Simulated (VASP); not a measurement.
# AlSn (P-6m2) in VASP: notebook

Aim: see how the results for AlSn move with the level of theory and the settings. Levels: LDA, PBEsol. Tasks: relaxation of cell and atoms, single point.

Everything below comes from runs of VASP 6.6.1. Logs are shortened: lines on timing, memory, paths and dates and some standing lists are left out, and cuts for length are marked.

### Step 1. The cell of the first run

The structure is hexagonal, space group P-6m2 (No. 187). Conventional cell: a = 4.198 Å, b = 4.198 Å, c = 3.307 Å, α = 90.00°, β = 90.00°, γ = 120.00°. Within 3.9 Å of Sn (site symmetry -6m2) lie 6 Al at 2.93 Å and 2 Sn at 3.31 Å. Al (site symmetry -6m2) has 6 Sn at 2.93 Å and 2 Al at 3.31 Å within 3.9 Å.

### Step 2. Relaxation of cell and atoms, LDA

File INCAR:

```
SYSTEM = AlSn
  PREC = Accurate
  ENCUT = 600
  EDIFF = 1E-6
  ISMEAR = -1
  SIGMA = 0.05
  LREAL = .FALSE.
  LASPH = .TRUE.
  NELM = 100
  ALGO = Normal
  ISIF = 3
  LWAVE = .FALSE.
  LCHARG = .FALSE.
  GGA = CA
  IBRION = 2
  NSW = 60
  EDIFFG = -0.01
```

File KPOINTS:

```
Automatic mesh
0
G
  7 7 8
  0 0 0
```

File POSCAR:

```
AlSn
1.0
    4.1981056157      0.0000000000      0.0000000000
   -2.0990528078      3.6356661109      0.0000000000
    0.0000000000      0.0000000000      3.3068470000
Sn Al
1 1
Direct
    0.3333333333      0.6666666667      0.5000000000
    0.0000000000      0.0000000000      0.0000000000
```

Potentials or basis: VASP PAW LDA potentials, release 64 (Sn_d, Al).

Command:

```bash
$ cat potpaw_LDA.64/Sn_d/POTCAR potpaw_LDA.64/Al/POTCAR > POTCAR
$ mpirun -np 1 vasp_std > vasp.out
```

OUTCAR:

```text
SYSTEM = AlSn
   PREC = Accurate
   ENCUT = 600
   EDIFF = 1E-6
   ISMEAR = -1
   LREAL = .FALSE.
   LASPH = .TRUE.
   NELM = 100
   ISIF = 3
   GGA = CA
   IBRION = 2
   NSW = 60
   EDIFFG = -0.01

 ion  position               nearest neighbor table
   1  0.333  0.667  0.500-   2 2.93   2 2.93   2 2.93   2 2.93   2 2.93   2 2.93
   2  0.000  0.000  0.000-   1 2.93   1 2.93   1 2.93   1 2.93   1 2.93   1 2.93

  LATTYP: Found a hexagonal cell.
 ALAT       =     4.1981056157
 C/A-ratio  =     0.7876998110

  Lattice vectors:

 A1 = (   4.1981056157,   0.0000000000,   0.0000000000)
 A2 = (  -2.0990528078,   3.6356661109,   0.0000000000)
 A3 = (   0.0000000000,   0.0000000000,   3.3068470000)

Analysis of symmetry for initial positions (statically):
=====================================================================
 Subroutine PRICEL returns:
 Original cell was already a primitive cell.

 Routine SETGRP: Setting up the symmetry group for a
 hexagonal supercell.

 Subroutine GETGRP returns: Found 12 space group operations
 (whereof 12 operations were pure point group operations)
 out of a pool of 24 trial point group operations.

The static configuration has the point symmetry D_3h.

Analysis of symmetry for dynamics (positions and initial velocities):
=====================================================================
 Subroutine PRICEL returns:
 Original cell was already a primitive cell.

 Routine SETGRP: Setting up the symmetry group for a
 hexagonal supercell.

 Subroutine GETGRP returns: Found 12 space group operations
 (whereof 12 operations were pure point group operations)
 out of a pool of 24 trial point group operations.

The dynamic configuration has the point symmetry D_3h.

 Subroutine INISYM returns: Found 12 space group operations
 (whereof 12 operations are pure point group operations),
 and found     1 'primitive' translations

----------------------------------------------------------------------------------------

                                     Primitive cell

  volume of cell :      50.4721

  direct lattice vectors                    reciprocal lattice vectors
     4.198105616  0.000000000  0.000000000     0.238202678  0.137526380  0.000000000
    -2.099052808  3.635666111  0.000000000     0.000000000  0.275052760  0.000000000
     0.000000000  0.000000000  3.306847000     0.000000000  0.000000000  0.302402863

  length of vectors
     4.198105616  4.198105616  3.306847000     0.275052760  0.275052760  0.302402863

  position of ions in fractional coordinates (direct lattice)
     0.333333333  0.666666667  0.500000000
     0.000000000  0.000000000  0.000000000

  ion indices of the primitive-cell ions
   primitive index   ion index
                 1           1
                 2           2

----------------------------------------------------------------------------------------

 KPOINTS: Automatic mesh

Automatic generation of k-mesh.
 Grid dimensions read from file:
 generate k-points for:    7    7    8

 Generating k-lattice:

  Cartesian coordinates                     Fractional coordinates (reciprocal lattice)
     0.034028954  0.019646626  0.000000000     0.142857143  0.000000000  0.000000000
     0.000000000  0.039293251  0.000000000     0.000000000  0.142857143  0.000000000
     0.000000000  0.000000000  0.037800358     0.000000000  0.000000000  0.125000000

  Length of vectors
     0.039293251  0.039293251  0.037800358

  Shift w.r.t. Gamma in fractional coordinates (k-lattice)
     0.000000000  0.000000000  0.000000000

 Subroutine IBZKPT returns following result:
 ===========================================

 Found     40 irreducible k-points:

 Following reciprocal coordinates:
            Coordinates               Weight
  0.000000  0.000000  0.000000      1.000000
  0.142857  0.000000  0.000000      6.000000
  0.285714  0.000000  0.000000      6.000000
  0.428571  0.000000  0.000000      6.000000
  0.142857  0.142857  0.000000      6.000000
  0.285714  0.142857  0.000000     12.000000
[... 16 lines left out ...]
  0.428571  0.142857  0.250000     12.000000
  0.285714  0.285714  0.250000     12.000000
 [... further k-points ...]
   k-points           NKPTS =     40   k-points in BZ     NKDIM =     40   number of bands    NBANDS=     12
   number of dos      NEDOS =    301   number of ions     NIONS =      2
   total plane-waves  NPLWV =  36288
   dimension x,y,z NGX =    36 NGY =   36 NGZ =   28
   dimension x,y,z NGXF=    72 NGYF=   72 NGZF=   56
   ions per type =               1   1
   NGX,Y,Z   is equivalent  to a cutoff of  14.26, 14.26, 14.08 a.u.
   NGXF,Y,Z  is equivalent  to a cutoff of  28.51, 28.51, 28.15 a.u.
 SYSTEM =  AlSn
   PREC   = accura    normal or accurate (medium, high low for compatibility)
   ISTART =      0    job   : 0-new  1-cont  2-samecut
   ICHARG =      2    charge: 1-file 2-atom 10-const
   ISPIN  =      1    spin polarized calculation?
   LNONCOLLINEAR =      F non collinear calculations
   LSORBIT =      F    spin-orbit coupling
   LASPH  =      T    aspherical Exc in radial PAW
   ENCUT  =  600.0 eV  44.10 Ry    6.64 a.u.   8.38  8.38  6.60*2*pi/ulx,y,z
   NELM   =    100;   NELMIN=  2; NELMDL= -5     # of ELM steps
   EDIFF  = 0.1E-05   stopping-criterion for ELM
   LREAL  =      F    real-space projection
   EDIFFG = -.1E-01   stopping-criterion for IOM
   NSW    =     60    number of steps for IOM
   IBRION =      2    ionic relax: 0-MD 1-quasi-New 2-CG
   NFREE  =      1    steps in history (QN), initial steepest desc. (CG)
   ISIF   =      3    stress and relaxation
   ISYM   =      2    0-nonsym 1-usesym 2-fastsym
   POTIM  = 0.5000    time-step for ionic-motion
   TEBEG  =    0.0;   TEEND  =   0.0 temperature during run
   PSTRESS=    0.0 pullay stress
   NELECT =      17.0000    total number of electrons
   NUPDOWN=      -1.0000    fix difference up-down
   EMIN   =  10.00;   EMAX   =-10.00  energy-range for DOS
   EFERMI =   0.00;   METHOD = LEGACY
   ISMEAR =    -1;   SIGMA  =   0.05  broadening in eV -4-tet -1-fermi 0-gaus
   EFERMI_NEDOS =   21; number of points for ismear=-14 and -15
   IALGO  =     38    algorithm
   IMIX   =      4    mixing-type and parameters
     AMIX     =   0.40;   BMIX     =  1.00
     AMIX_MAG =   1.60;   BMIX_MAG =  1.00
  volume/ion in A,a.u.               =      25.24       170.30
  Fermi-wavevector in a.u.,A,eV,Ry     =   1.139044  2.152482 17.652500  1.297422
  Thomas-Fermi vector in A             =   2.275748
   LORBIT       =      0    0 simple, 1 ext, 2 COOP (PROOUT), +10 PAW based schemes
   GGA     = CA    functional components
   LHFCALC =     F    Hartree Fock is set to
   AEXX    =    0.0000 exact exchange contribution
   IVDW    =     0    specifies the selected vdW correction
   LEPSILON=     F    determine dielectric tensor
   LRPA    =     F    only Hartree local field effects (RPA)
 conjugate gradient relaxation of ions
 non-spin polarized calculation
  energy-cutoff  :      600.00
  volume of cell :       50.47
 maximum number of plane-waves:      1730
 NGX is ok and might be reduce to    36
   NGX = 17   NGY = 17   NGZ = 13

--------------------------------------- Ionic step        1  -------------------------------------------

 number of electron      17.0000000 magnetization

 Free energy of the ion-electron system (eV)
  ---------------------------------------------------
  ext. energy  EPLUGINS =         0.00000000
  ---------------------------------------------------
  free energy    TOTEN  =        -8.30123117 eV

  energy without entropy =       -8.29750095  energy(sigma->0) =       -8.29936606

------------------------ aborting loop because EDIFF is reached ----------------------------------------

  FORCE on cell =-STRESS in cart. coord.  units (eV):
  Direction    XX          YY          ZZ          XY          YZ          ZX
  --------------------------------------------------------------------------------------
  -------------------------------------------------------------------------------------
  Total       -0.9473208     -0.9473208     -0.9665081     -0.0000000      0.0000000      0.0000000
  in kB      -30.0715763    -30.0715763    -30.6806554     -0.0000000      0.0000000      0.0000000
  external PRESSURE =     -30.2746027 kB  Pullay stress =       0.0000000 kB
[... 93 lines left out ...]
  energy  without entropy=       -8.3243454950  energy(sigma->0) =       -8.32678694

--------------------------------------- Ionic step        4  -------------------------------------------

 number of electron      16.9999997 magnetization

 E-fermi :   6.7961     XC(G=0):  -9.9989

 val. band max:        6.7786732629   @ k =   0.0000   0.0000   0.1250
 cond. band min:       6.8894111875   @ k =   0.4286   0.1429   0.5000
 fundamental gap:      0.1107379246
 Fermi energy:         6.7960516947

 k-point     1 :       0.0000    0.0000    0.0000
  band No.  band energies     occupation
      1     -14.5352      2.00000
      2     -14.4064      2.00000
      3     -14.4064      2.00000
      4     -14.3814      2.00000
      5     -14.3814      2.00000
      6      -4.0493      2.00000
      7       6.5376      1.98868
      8       6.5376      1.98868
      9       7.7223      0.00000
     10       9.4699      0.00000
     11       9.9775      0.00000
     12       9.9775      0.00000
[... 486 lines left out ...]
  energy  without entropy=       -8.3261556573  energy(sigma->0) =       -8.32807209

--------------------------------------- Ionic step        8  -------------------------------------------

 number of electron      16.9999999 magnetization

 Free energy of the ion-electron system (eV)
  ---------------------------------------------------
  ext. energy  EPLUGINS =         0.00000000
  ---------------------------------------------------
  free energy    TOTEN  =        -8.32999960 eV

  energy without entropy =       -8.32612392  energy(sigma->0) =       -8.32806176

 E-fermi :   6.8191     XC(G=0): -10.0146

 val. band max:        6.7107249022   @ k =   0.2857   0.2857   0.2500
 cond. band min:       6.8697045013   @ k =   0.0000   0.0000   0.1250
 fundamental gap:      0.1589795991
 Fermi energy:         6.8191267527

 k-point     1 :       0.0000    0.0000    0.0000
  band No.  band energies     occupation
      1     -14.4982      2.00000
      2     -14.3749      2.00000
      3     -14.3749      2.00000
      4     -14.3512      2.00000
      5     -14.3512      2.00000
      6      -4.0291      2.00000
      7       6.6311      1.95455
      8       6.6311      1.95455
      9       7.8610      0.00000
     10       9.3625      0.00000
     11      10.0624      0.00000
     12      10.0624      0.00000
[... 374 lines left out ...]
  FREE ENERGIE OF THE ION-ELECTRON SYSTEM (eV)
  ---------------------------------------------------
  free  energy   TOTEN  =        -8.3299996011 eV

  energy  without entropy=       -8.3261239230  energy(sigma->0) =       -8.32806176

 reached required accuracy - stopping structural energy minimisation
```

It took 81 s on 1 thread of Intel Xeon 6975P-C, shared host; peak memory 0.19 GiB.

Results:

| Property | Result |
| --- | --- |
| Free energy | -8.3300 eV |
| Relaxed volume | 23.78 Å³/atom |
| Relaxed cell | a = 4.105 Å, b = 4.105 Å, c = 3.259 Å, α = 90.00°, β = 90.00°, γ = 120.00° |
| Space group after relaxing (to 0.05 Å) | P-6m2 (No. 187) |
| Energy gained by relaxing | 14.4 meV/atom |
| Ionic steps | 8 |
| Pressure after relaxing | 0.0 GPa |

Step by step:
```tsv
step	energy change (eV)	largest force (eV/Å)	pressure (GPa)	volume (Å³)
1	0.0000	0.0000	-3.03	50.47
2	-0.0267	0.0000	0.74	47.07
3	-0.0280	0.0000	0.01	47.64
4	-0.0280	0.0000	-0.11	47.70
5	-0.0287	0.0000	-0.06	47.64
6	-0.0288	0.0000	-0.08	47.61
7	-0.0288	0.0000	-0.06	47.62
8	-0.0288	0.0000	0.04	47.55
```

Final structure:
```
Sn Al
1.0
     4.10457    0.00000    0.00000
    -2.05229    3.55466    0.00000
     0.00000    0.00000    3.25921
Sn Al
1 1
Direct
  0.33333 0.66667 0.50000
  0.00000 0.00000 0.00000
```

Caveat: spin-orbit coupling is left out, which moves the levels of the heavy elements.

[end of part 1 of 2]
